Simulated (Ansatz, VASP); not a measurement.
**Two plane-wave programs on NbSnS4**

```xyz
6
Lattice="4.4358 0.0000 0.0000 0.0000 4.4358 0.0000 0.0000 0.0000 6.3742" Properties=species:S:1:pos:R:3 pbc="T T T"
Nb    2.2179    2.2179    3.1871
Sn    0.0000    0.0000    0.0000
S     2.2179    0.0000    4.8645
S     0.0000    2.2179    1.5098
S     2.2179    0.0000    1.5098
S     0.0000    2.2179    4.8645
```

Change from the starting cell: species swapped into the CePrO4 type (P4/mmm, No. 123).

Alike in both runs: task single point; functional PBE; k mesh 4 × 4 × 4; occupations gaussian, width 0.1 eV; no spin polarisation.

```csv
,VASP,Ansatz
version,VASP 6.6.1,Ansatz 0.2.0
potentials or method,"VASP PAW PBE potentials, release 64 (Nb_sv, Sn_d, S), cutoff 520 eV","scalar-relativistic, plane waves, PAW"
valence electrons in the cell,51,51
```

Ansatz gave:

```
gap on the k mesh at the Fermi level (eV)                     : none
pressure (GPa)                                                : -3.3
traceless stress, the component that is largest in VASP (GPa) : -0.88
rms of the force components (eV/Å)                            : 1.032
```

Task: Estimate VASP's values.

Result: gap on the k mesh at the Fermi level (eV): none; pressure (GPa): -3.4; traceless stress, the component that is largest in VASP (GPa): -0.89; rms of the force components (eV/Å): 1.034.

Atom by atom the forces differ by 0.002 eV/Å (rms over components). A gap of «none» marks a metal or a gap that the smearing closes.
